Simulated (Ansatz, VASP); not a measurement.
Zn5O3 in VASP and in Ansatz

```
Zn O
1.0
     3.33443    0.00000    0.00000
    -1.66722    2.88770    0.00000
     0.00000    0.00000   12.96338
Zn O
5 3
Cartesian
  0.0000 1.9251 2.4257
  0.0000 0.0000 0.0000
  0.0000 1.9251 10.5376
  1.6672 0.9626 7.8421
  1.6672 0.9626 5.1212
  0.0000 0.0000 2.3833
  0.0000 1.9251 0.0000
  0.0000 0.0000 10.5801
```

Alike in both runs: functional PBE; k mesh 6 × 6 × 2; occupations gaussian, width 0.2 eV; no spin polarisation.

Ansatz relaxed the structure, and its values are those at the end. VASP's run is a single point on that final structure, the one shown.

```csv
,VASP,Ansatz
version,VASP 6.6.1,Ansatz 0.2.0
potentials or method,"VASP PAW PBE potentials, release 64 (Zn, O), cutoff 520 eV","scalar-relativistic, plane waves, PAW"
valence electrons in the cell,78,78
```

|  | VASP | Ansatz | Ansatz less VASP |
| --- | --- | --- | --- |
| gap on the k mesh at the Fermi level (eV) | none | none | - |
| pressure (GPa) | 1.1 | 0.5 | -0.64 |
| rms of the force components (eV/Å) | 0.006 | 0.008 | +0.0023 |

A gap of «none» marks a metal or a gap that the smearing closes.

The k mesh is coarse, so the values compare programs but aren't converged.
